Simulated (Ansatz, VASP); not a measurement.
One calculation of Zn, two programs

```
Zn
1.0
    -0.09164    1.96434    2.10184
     1.96434   -0.09164    2.10184
     1.87270    1.87270    0.00000
Zn
1
Cartesian
  0.0000 0.0000 0.0000
```

Change from the starting cell: engineering shear strain xy -0.0933, normal strain along z +0.0700.

Alike in both runs: task single point; functional PBE; k mesh 20 × 20 × 20; occupations gaussian, width 0.15 eV; no spin polarisation.

|  | VASP | Ansatz |
| --- | --- | --- |
| version | VASP 6.6.1 | Ansatz 0.2.0 |
| potentials or method | VASP PAW PBE potentials, release 64 (Zn), cutoff 520 eV | scalar-relativistic, plane waves, PAW |
| valence electrons in the cell | 12 | 12 |

Ansatz gave:

| Item | Value |
| --- | --- |
| gap on the k mesh at the Fermi level (eV) | none |
| pressure (GPa) | -3.3 |
| traceless stress, the component that is largest in VASP (GPa) | -3.11 |

Problem. Estimate VASP's values.

Solution. gap on the k mesh at the Fermi level (eV): none; pressure (GPa): -3.1; traceless stress, the component that is largest in VASP (GPa): -3.13.

A gap of «none» marks a metal or a gap that the smearing closes.
